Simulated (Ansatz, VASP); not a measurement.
## Pt3F2 in VASP and in Ansatz

The input INCAR:

```
PREC = Accurate
ENCUT = 520
EDIFF = 1E-6
ISMEAR = 0
SIGMA = 0.1
LREAL = False
LASPH = True
NELM = 100
ALGO = Normal
ISIF = 2
LWAVE = False
LCHARG = False
GGA = PE
NBANDS = 30
```

KPOINTS

```
regular mesh
0
Gamma
  12 12 12
```

The input POSCAR:

```
Pt3F2
1.0
    3.5392849328      2.0434071087      1.8227615136
   -3.5392849328      2.0434071087      1.8227615136
    0.0000000000     -4.0868142174      1.8227615136
Pt F
3 2
Direct
    0.0000000000      0.5000000000      0.0000000000
    0.5000000000      0.0000000000      0.0000000000
    0.0000000000      0.0000000000      0.5000000000
    0.7243540490      0.7243540490      0.7243540490
    0.2756459510      0.2756459510      0.2756459510
```

Input for Ansatz:

```yaml
crystal:
  lattice:
    - [3.5392849328, 2.0434071087, 1.8227615136]
    - [-3.5392849328, 2.0434071087, 1.8227615136]
    - [0.0, -4.0868142174, 1.8227615136]
  atoms:
    - { symbol: Pt, position: [0.0, 0.5, 0.0] }
    - { symbol: Pt, position: [0.5, 0.0, 0.0] }
    - { symbol: Pt, position: [0.0, 0.0, 0.5] }
    - { symbol: F, position: [0.724354049, 0.724354049, 0.724354049] }
    - { symbol: F, position: [0.275645951, 0.275645951, 0.275645951] }
basis:
  ecutwfc: 420
kpoints:
  mp_grid: { grid: [12, 12, 12] }
  band_path:
    path:
      - [[0.0, 0.0, 0.0], [0.5, 0.0, 0.0], [0.5, -0.5, 0.5], [0.2992835, -0.7007165, 0.2992835]]
      - [[0.2992835, 0.2992835, 0.2992835], [0.0, 0.0, 0.0], [0.5, -0.5, 0.0]]
    npoints: 14
hamiltonian:
  xc: pbe
scf:
  occupations: { method: gaussian, width: 0.1 }
  n_extra_bands: 12
output:
  forces: true
  stress: true
  eigenvalues: true
  populations: true
  dos: { projected: true, de: 0.02, nscf_kmesh: { grid: [15, 15, 15] } }
  bader: true
  write_density: true
  write_potential: true
  elf: true
  volumetric_format: npy
```

Alike in both runs: task single point; functional PBE; k mesh 12 × 12 × 12; occupations gaussian, width 0.1 eV; no spin polarisation.

```csv
,VASP,Ansatz
version,VASP 6.6.1,Ansatz 0.2.0
potentials or method,"VASP PAW PBE potentials, release 64 (Pt, F), cutoff 520 eV","scalar-relativistic, plane waves, PAW"
valence electrons in the cell,44,68
```

Ansatz gave:

```
gap on the k mesh at the Fermi level (eV)                     : none
pressure (GPa)                                                : 0.0
traceless stress, the component that is largest in VASP (GPa) : 0.02
rms of the force components (eV/Å)                            : 0.000
```

Problem. What did VASP give for the same quantities?

Solution. gap on the k mesh at the Fermi level (eV): none; pressure (GPa): -0.1; traceless stress, the component that is largest in VASP (GPa): -0.26; rms of the force components (eV/Å): 0.005.

Atom by atom the forces differ by 0.005 eV/Å (rms over components). A gap of «none» marks a metal or a gap that the smearing closes. The functional is the same, so the differences come from potentials, cutoffs and numerics. VASP's potentials hold 44 valence electrons a cell and Ansatz's 68, so a difference there can come from the potentials and not from the codes.

Neither program's run includes spin-orbit coupling.
